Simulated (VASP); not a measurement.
# Zr (C2/c) in VASP: notebook

The runs below take Zr through single point, with r2SCAN.

All numbers are computed with VASP 6.6.1; they aren't measurements. Logs are shortened: lines on timing, memory, paths and dates and some standing lists are left out, and cuts for length are marked.

## 1. The cell of the first run

The structure is monoclinic, space group C2/c (No. 15). The conventional cell has a = 3.287 Å, b = 5.694 Å, c = 5.227 Å, α = 90.00°, β = 90.07°, γ = 90.00°. Within 4.2 Å of Zr (site symmetry 2) lie 12 Zr at 3.23 to 3.29 Å.

## 2. Single point, r2SCAN (24.46 Å³/atom)

POSCAR reads:

```
Zr
1.0
   -1.8154741529      2.2108220518      1.6195139336
    2.2108220518     -1.8154741529      1.6195139336
    3.6415373882      3.6415373882     -0.8954335327
Zr
2
Direct
    0.0416017403      0.9583982597      0.0000000000
    0.7083982597      0.2916017403      0.5000000000
```

INCAR.step1 reads:

```
SYSTEM = Zr
PREC = Accurate
ENCUT = 520
ISMEAR = -1
SIGMA = 0.1
LREAL = .False.
LASPH = .True.
NELM = 60
NBANDS = 19
GGA = PE
ALGO = Normal
EDIFF = 1E-4
LWAVE = .True.
LCHARG = .False.
```

INCAR.step2 reads:

```
SYSTEM = Zr
PREC = Accurate
ENCUT = 520
EDIFF = 1E-6
ISMEAR = -1
SIGMA = 0.1
LREAL = .False.
LASPH = .True.
NELM = 60
ALGO = Normal
ISIF = 2
LWAVE = .False.
LCHARG = .True.
METAGGA = R2SCAN
LMIXTAU = .True.
LELF = .True.
LVHAR = .True.
NBANDS = 19
ISTART = 1
```

KPOINTS reads:

```
regular mesh
0
Gamma
  13 13 7
  0 0 0
```

Potentials or basis: VASP PAW PBE potentials, release 64 (Zr_sv).

The run is started by

```sh
> cat potpaw_PBE.64/Zr_sv/POTCAR > POTCAR
> cp INCAR.step1 INCAR
> mpirun -np 1 vasp_std > vasp.out
> cp INCAR.step2 INCAR
> mpirun -np 1 vasp_std > vasp.out
```

OUTCAR:

```text
SYSTEM = Zr
   PREC = Accurate
   ENCUT = 520
   EDIFF = 1E-6
   ISMEAR = -1
   LREAL = .False.
   LASPH = .True.
   NELM = 60
   ISIF = 2
   METAGGA = R2SCAN
   ISTART = 1

 ion  position               nearest neighbor table
   1  0.042  0.958  0.000-   2 3.23   2 3.23   2 3.23   2 3.23   2 3.23   2 3.23
   2  0.708  0.292  0.500-   1 3.23   1 3.23   1 3.23   1 3.23   1 3.23   1 3.23

  LATTYP: Found a base centered monoclinic cell.
 ALAT       =     3.2869288777
 B/A-ratio  =     1.7323291470
 C/A-ratio  =     1.5902924095
 COS(beta)  =    -0.0012214314

  Lattice vectors:

 A1 = (  -1.8154741529,   2.2108220518,   1.6195139336)
 A2 = (   2.2108220518,  -1.8154741529,   1.6195139336)
 A3 = (   3.6415373882,   3.6415373882,  -0.8954335327)

Analysis of symmetry for initial positions (statically):
=====================================================================
 Subroutine PRICEL returns:
 Original cell was already a primitive cell.

 Routine SETGRP: Setting up the symmetry group for a
 base centered monoclinic supercell.

 Subroutine GETGRP returns: Found  4 space group operations
 (whereof  2 operations were pure point group operations)
 out of a pool of  4 trial point group operations.

The static configuration has the point symmetry C_2 .
 The point group associated with its full space group is C_2h.

Analysis of symmetry for dynamics (positions and initial velocities):
=====================================================================
 Subroutine PRICEL returns:
 Original cell was already a primitive cell.

 Routine SETGRP: Setting up the symmetry group for a
 base centered monoclinic supercell.

 Subroutine GETGRP returns: Found  4 space group operations
 (whereof  2 operations were pure point group operations)
 out of a pool of  4 trial point group operations.

The dynamic configuration has the point symmetry C_2 .
 The point group associated with its full space group is C_2h.

 Subroutine INISYM returns: Found  4 space group operations
 (whereof  2 operations are pure point group operations),
 and found     1 'primitive' translations

----------------------------------------------------------------------------------------

                                     Primitive cell

  volume of cell :      48.9157

  direct lattice vectors                    reciprocal lattice vectors
    -1.815474153  2.210822052  1.619513934    -0.087331609  0.161035612  0.299738476
[... 78 lines left out ...]
   ISTART =      1    job   : 0-new  1-cont  2-samecut
   ICHARG =      0    charge: 1-file 2-atom 10-const
   ISPIN  =      1    spin polarized calculation?
   LNONCOLLINEAR =      F non collinear calculations
   LSORBIT =      F    spin-orbit coupling
   LASPH  =      T    aspherical Exc in radial PAW
   ENCUT  =  520.0 eV  38.22 Ry    6.18 a.u.   6.11  6.11  9.72*2*pi/ulx,y,z
   NELM   =     60;   NELMIN=  2; NELMDL=  0     # of ELM steps
   EDIFF  = 0.1E-05   stopping-criterion for ELM
   LREAL  =      F    real-space projection
   EDIFFG = 0.1E-04   stopping-criterion for IOM
   NSW    =      0    number of steps for IOM
   IBRION =     -1    ionic relax: 0-MD 1-quasi-New 2-CG
   NFREE  =      0    steps in history (QN), initial steepest desc. (CG)
   ISIF   =      2    stress and relaxation
   ISYM   =      2    0-nonsym 1-usesym 2-fastsym
   POTIM  = 0.5000    time-step for ionic-motion
   TEBEG  =    0.0;   TEEND  =   0.0 temperature during run
   PSTRESS=    0.0 pullay stress
   NELECT =      24.0000    total number of electrons
   NUPDOWN=      -1.0000    fix difference up-down
   EMIN   =  10.00;   EMAX   =-10.00  energy-range for DOS
   EFERMI =   0.00;   METHOD = LEGACY
   ISMEAR =    -1;   SIGMA  =   0.10  broadening in eV -4-tet -1-fermi 0-gaus
   EFERMI_NEDOS =   21; number of points for ismear=-14 and -15
   IALGO  =     38    algorithm
   IMIX   =      4    mixing-type and parameters
     AMIX     =   0.40;   BMIX     =  1.00
     AMIX_MAG =   1.60;   BMIX_MAG =  1.00
  volume/ion in A,a.u.               =      24.46       165.05
  Fermi-wavevector in a.u.,A,eV,Ry     =   1.291207  2.440028 22.683848  1.667216
  Thomas-Fermi vector in A             =   2.422991
   LORBIT       =      0    0 simple, 1 ext, 2 COOP (PROOUT), +10 PAW based schemes
   METAGGA = R2SCAN    functional components
   LHFCALC =     F    Hartree Fock is set to
   AEXX    =    0.0000 exact exchange contribution
   IVDW    =     0    specifies the selected vdW correction
   LEPSILON=     F    determine dielectric tensor
   LRPA    =     F    only Hartree local field effects (RPA)
 non-spin polarized calculation
  energy-cutoff  :      520.00
  volume of cell :       48.92
 maximum number of plane-waves:      1335
   NGX = 13   NGY = 13   NGZ = 19

 number of electron      24.0000001 magnetization

 Free energy of the ion-electron system (eV)
  ---------------------------------------------------
  ext. energy  EPLUGINS =         0.00000000
  ---------------------------------------------------
  free energy    TOTEN  =       -45.50845464 eV

  energy without entropy =      -45.44687384  energy(sigma->0) =      -45.47766424

 E-fermi :   8.4852     XC(G=0): -11.7063

 val. band max:        8.4846913760   @ k =   0.3846   0.3846   0.2857
 cond. band min:       8.4854844402   @ k =  -0.2308  -0.3846   0.2857
 fundamental gap:      0.0007930643
 Fermi energy:         8.4851750084

 k-point     1 :       0.0000    0.0000    0.0000
  band No.  band energies     occupation
      1     -42.1584      2.00000
      2     -42.0218      2.00000
      3     -19.9291      2.00000
      4     -19.1444      2.00000
      5     -19.1440      2.00000
      6     -19.0219      2.00000
[... 505 lines left out ...]
      6     -19.3976      2.00000
[... 11 lines left out ...]
     18      13.5234      0.00000
     19      14.6137      0.00000

 [... further k-points ...]
[... 5 lines left out ...]
  --------------------------------------------------------------------------------------
  -------------------------------------------------------------------------------------
  Total       -1.0834381     -1.0834381     -1.0718329     -0.0150785      0.0123475      0.0123475
  in kB      -35.4867875    -35.4867875    -35.1066715     -0.4938778      0.4044288      0.4044286
  external PRESSURE =     -35.3600822 kB  Pullay stress =       0.0000000 kB

 VOLUME and BASIS-vectors are now :
 -----------------------------------------------------------------------------
  energy-cutoff  :      520.00
  volume of cell :       48.92
      direct lattice vectors                 reciprocal lattice vectors
    -1.815474153  2.210822052  1.619513934    -0.087331609  0.161035612  0.299738476
     2.210822052 -1.815474153  1.619513934     0.161035612 -0.087331609  0.299738476
     3.641537388  3.641537388 -0.895433533     0.133303763  0.133303763 -0.032541469

 POSITION                                       TOTAL-FORCE (eV/Angst)
 -----------------------------------------------------------------------------------
      2.04332     -1.64797      1.61951        -0.000370      0.000370     -0.000000
      1.17937      2.85752      1.17180         0.000370     -0.000370      0.000000
 -----------------------------------------------------------------------------------
    total drift:                               -0.000000      0.000000      0.000000

  FREE ENERGIE OF THE ION-ELECTRON SYSTEM (eV)
  ---------------------------------------------------
  free  energy   TOTEN  =       -45.5084546395 eV

  energy  without entropy=      -45.4468738380  energy(sigma->0) =      -45.47766424
```

OSZICAR.step1:

```text
N       E                     dE             d eps       ncg     rms          rms(c)
DAV:   1     0.201544462103E+03    0.20154E+03   -0.12786E+04 12236   0.123E+03
DAV:   2    -0.339668450845E+01   -0.20494E+03   -0.20121E+03 14122   0.359E+02
DAV:   3    -0.175059408699E+02   -0.14109E+02   -0.13979E+02 22034   0.660E+01
DAV:   4    -0.178166799133E+02   -0.31074E+00   -0.31022E+00 14455   0.100E+01
DAV:   5    -0.178265022418E+02   -0.98223E-02   -0.98193E-02 18016   0.126E+00    0.131E+01
DAV:   6    -0.171735864158E+02    0.65292E+00   -0.10265E+00 13435   0.748E+00    0.497E+00
DAV:   7    -0.170440781160E+02    0.12951E+00   -0.62243E-01 16994   0.510E+00    0.113E+00
DAV:   8    -0.170495889387E+02   -0.55108E-02   -0.41660E-02 16305   0.143E+00    0.262E-01
DAV:   9    -0.170497268665E+02   -0.13793E-03   -0.18433E-03 15589   0.373E-01    0.337E-02
DAV:  10    -0.170496770108E+02    0.49856E-04   -0.40157E-05  8546   0.388E-02
   1 F= -.17049677E+02 E0= -.17013180E+02  d E =-.729930E-01
```

It took 15 min on 1 thread of Intel Xeon 8259CL, shared host; peak memory 0.33 GiB.

What came out:

```yaml
Free_energy: -45.5085 eV
Pressure: -3.5 GPa
Band_gap_on_the_k_mesh: zero (bands 12 and 13 overlap by 1.32 eV)
```

Levels at points of the mesh, in eV from the Fermi level:
```tsv
k point	band 8	band 9	band 10	band 11	band 12	band 13	band 14	band 15	band 16	band 17
(0.00, 0.00, 0.00)	-27.50	-5.91	-3.05	0.87	0.98	0.98	1.14	1.68	1.68	2.30
```

Caveat: the cell stands under tension; the PAW data sets were made with another functional, which shifts forces and pressure a little.

## 3. Single point, r2SCAN (25.40 Å³/atom)

This run uses another cell than the first one, of 25.40 Å³/atom.

POSCAR reads:

```
Zr
1.0
   -1.8384572782      2.2388101122      1.6400162865
    2.2388101122     -1.8384572782      1.6400162865
    3.6876376921      3.6876376921     -0.9067693377
Zr
2
Direct
    0.0416017403      0.9583982597      0.0000000000
    0.7083982597      0.2916017403      0.5000000000
```

INCAR.step1 reads:

```
SYSTEM = Zr
PREC = Accurate
ENCUT = 520
ISMEAR = -1
SIGMA = 0.1
LREAL = .FALSE.
LASPH = .TRUE.
NELM = 60
NBANDS = 19
GGA = PE
ALGO = Normal
EDIFF = 1E-4
LWAVE = .TRUE.
LCHARG = .FALSE.
```

INCAR.step2 reads:

```
SYSTEM = Zr
PREC = Accurate
ENCUT = 520
EDIFF = 1E-6
ISMEAR = -1
SIGMA = 0.1
LREAL = .FALSE.
LASPH = .TRUE.
NELM = 60
ALGO = Normal
ISIF = 2
LWAVE = .FALSE.
LCHARG = .FALSE.
METAGGA = R2SCAN
LMIXTAU = .TRUE.
NBANDS = 19
ISTART = 1
```

KPOINTS reads:

```
Automatic mesh
0
G
  13 13 7
  0 0 0
```

Potentials or basis: VASP PAW PBE potentials, release 64 (Zr_sv).

The run is started by

```sh
> cat potpaw_PBE.64/Zr_sv/POTCAR > POTCAR
> cp INCAR.step1 INCAR
> mpirun -np 1 vasp_std > vasp.out
> cp INCAR.step2 INCAR
> mpirun -np 1 vasp_std > vasp.out
```

Run time: 21 min. Hardware: 1 thread of Intel Xeon 8259CL, shared host; peak memory 0.34 GiB.

It converged, with:

* Free energy: -45.4496 eV
* Pressure: -6.5 GPa
* Band gap on the k mesh: zero (bands 12 and 13 overlap by 1.31 eV)

Stress tensor (GPa, compression positive):
```
-6.52 -0.11  0.06
-0.11 -6.52  0.06
 0.06  0.06 -6.42
```

Levels at points of the mesh, in eV from the Fermi level:
| k point | band 9 | band 10 | band 11 | band 12 | band 13 | band 14 | band 15 | band 16 |
| --- | --- | --- | --- | --- | --- | --- | --- | --- |
| (0.00, 0.00, 0.00) | -5.83 | -2.95 | 0.75 | 0.97 | 0.97 | 1.12 | 1.63 | 1.63 |

Caveat: the cell stands under tension; the PAW data sets were made with another functional, which shifts forces and pressure a little.
